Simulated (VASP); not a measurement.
Set up this calculation in VASP 6.6.1, as the native input.

```yaml
Task: single point
Functional: PBE
Potentials_or_basis: VASP PAW PBE potentials, release 64 (Br)
Cutoff: 520 eV
k_mesh: 8 × 8 × 4
Occupations: gaussian, width 0.02 eV
Spin: no spin polarisation
Dipole_correction: no
Further_INCAR_settings: ALGO = Normal; EDIFF = 1e-07; NBANDS = 22
```

The structure of Br lies in POSCAR:

```
Br
1.0
    3.3350000000     -2.2400000000      0.0000000000
    3.3350000000      2.2400000000      0.0000000000
    0.0000000000      0.0000000000      8.7200000000
Br
4
Direct
    0.1350000000      0.8650000000      0.1100000000
    0.6717316777      0.3903432848      0.3803245413
    0.8650000000      0.1350000000      0.8900000000
    0.3650000000      0.6350000000      0.6100000000
```

This cell differs from its parent crystal: one atom moved.

These files were run (other wordings do the same):

INCAR

```
SYSTEM = Br
  PREC = Accurate
  ENCUT = 520
  EDIFF = 1E-7
  ISMEAR = 0
  SIGMA = 0.02
  LREAL = .FALSE.
  LASPH = .TRUE.
  NELM = 60
  ALGO = Normal
  ISIF = 2
  LWAVE = .FALSE.
  LCHARG = .FALSE.
  GGA = PE
  NBANDS = 22
```

KPOINTS

```
Automatic mesh
0
G
  8 8 4
  0 0 0
```

Potentials or basis: VASP PAW PBE potentials, release 64 (Br).

Run with:

```console
$ cat potpaw_PBE.64/Br/POTCAR > POTCAR
$ mpirun -np 1 vasp_std > vasp.out
```

It gave:

```yaml
Pressure: 1.8 GPa
Largest_force: 1.278 eV/Å
Band_gap_on_the_k_mesh: 1.54 eV (least direct gap 1.67 eV)
```

Caveat: the cell differs from its parent crystal (one atom moved); this functional lacks dispersion, which holds the molecules together, so the pressure and a relaxed volume are unreliable; forces of over 1 eV/Å act on the atoms, so gaps and moduli don't describe the material at rest.

Run time: 3.4 min on 1 thread of AMD EPYC 9R45 96-Core Processor (Zen 5), with other jobs on the host, peak memory 0.38 GiB.
